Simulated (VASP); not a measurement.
Write the native input for VASP 6.6.1 that does the following.

```
Task                   : single point
Functional             : PBE
Dispersion             : D3(BJ)
Potentials or basis    : VASP PAW PBE potentials, release 64 (Sn_d, Se)
Cutoff                 : 520 eV
k mesh                 : 12 × 12 × 6
Occupations            : gaussian, width 0.03 eV
Spin                   : no spin polarisation
Dipole correction      : no
Further INCAR settings : ALGO = Normal; EDIFF = 1e-06; NBANDS = 20
```

The structure of SnSe2 lies in POSCAR:

```
SnSe2
1.0
    3.7430723807      0.0000000000      0.0000000000
   -1.8715361904      3.2415957699      0.0000000000
    0.0000000000      0.0000000000      6.3122126660
Sn Se
1 2
Direct
    0.0000000000      0.0000000000      0.0000000000
    0.3333333333      0.6666666667      0.2651529960
    0.6666666667      0.3333333333      0.7348470040
```

This cell differs from its parent crystal: strain -0.025 along x and y, +0.050 along z.

One way to write it, as run:

INCAR

```
SYSTEM = SnSe2
PREC = Accurate ; ENCUT = 520
EDIFF = 1E-6 ; ISMEAR = 0
SIGMA = 0.03 ; LREAL = .FALSE.
LASPH = .TRUE. ; NELM = 60
ALGO = Normal ; ISIF = 2
LWAVE = .FALSE. ; LCHARG = .FALSE.
GGA = PE ; IVDW = 12
NBANDS = 20
```

KPOINTS

```
Automatic mesh
0
G
  12 12 6
  0 0 0
```

Potentials or basis: VASP PAW PBE potentials, release 64 (Sn_d, Se).

Launch:

```sh
$ cat potpaw_PBE.64/Sn_d/POTCAR potpaw_PBE.64/Se/POTCAR > POTCAR
$ mpirun -np 1 vasp_std > vasp.out
```

It gave:

```
Pressure                   : 0.2 GPa
Largest force              : 0.422 eV/Å
Band gap on the k mesh     : 0.27 eV, indirect (least direct gap 0.95 eV)
Dispersion energy per atom : -0.364 eV
```

Caveat: the cell differs from its parent crystal (strain -0.025 along x and y, +0.050 along z); spin-orbit coupling is left out, which moves the levels of the heavy elements.

Wall time 100 s on 1 thread of AMD EPYC 7R13 Processor (Zen 3), on a shared host, peak memory 0.26 GiB.
